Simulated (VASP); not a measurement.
Set up this calculation in VASP 6.6.1, as the native input.

| Property | Result |
| --- | --- |
| Task | single point |
| Functional | r2SCAN |
| Potentials or basis | VASP PAW PBE potentials, release 64 (Pt) |
| Cutoff | 520 eV |
| k mesh | 11 × 11 × 6 |
| Occupations | fermi-dirac, width 0.05 eV |
| Spin | no spin polarisation |
| Dipole correction | no |
| Further INCAR settings | ALGO = Normal; EDIFF = 1e-06; NBANDS = 17 |

The system is Pt.

```xyz
2
Lattice="2.7421 0.0000 0.0000 -1.3711 2.3748 0.0000 0.0000 0.0000 4.7600" Properties=species:S:1:pos:R:3 pbc="T T T"
Pt    0.0000    1.5832    1.1900
Pt    1.3711    0.7916    3.5700
```

The input as run:

POSCAR

```
Pt
1.0
    2.7421371004      0.0000000000      0.0000000000
   -1.3710685502      2.3747603895      0.0000000000
    0.0000000000      0.0000000000      4.7599710578
Pt
2
Direct
    0.3333333333      0.6666666667      0.2500000000
    0.6666666667      0.3333333333      0.7500000000
```

INCAR.step1

```
SYSTEM = Pt
PREC = Accurate
ENCUT = 520
ISMEAR = -1
SIGMA = 0.05
LREAL = .False.
LASPH = .True.
NELM = 100
NBANDS = 17
GGA = PE
ALGO = Normal
EDIFF = 1E-4
LWAVE = .True.
LCHARG = .False.
```

INCAR.step2

```
SYSTEM = Pt
PREC = Accurate
ENCUT = 520
EDIFF = 1E-6
ISMEAR = -1
SIGMA = 0.05
LREAL = .False.
LASPH = .True.
NELM = 100
ALGO = Normal
ISIF = 2
LWAVE = .False.
LCHARG = .False.
METAGGA = R2SCAN
LMIXTAU = .True.
NBANDS = 17
ISTART = 1
```

KPOINTS

```
regular mesh
0
Gamma
  11 11 6
  0 0 0
```

Potentials or basis: VASP PAW PBE potentials, release 64 (Pt).

Launch:

```bash
$ cat potpaw_PBE.64/Pt/POTCAR > POTCAR
$ cp INCAR.step1 INCAR
$ mpirun -np 1 vasp_std > vasp.out
$ cp INCAR.step2 INCAR
$ mpirun -np 1 vasp_std > vasp.out
```

It gave:

```
Pressure               : -0.7 GPa
Band gap on the k mesh : zero (band 10 reaches 10.90 eV, above the bottom of band 11 at 9.58 eV)
```

Caveat: the PAW data sets were made with another functional, which shifts forces and pressure a little; spin-orbit coupling is left out, which moves the levels of the heavy elements.

It took 42 s on 1 thread of Intel(R) Xeon(R) 6975P-C (Granite Rapids), with other jobs on the host, peak memory 0.16 GiB.
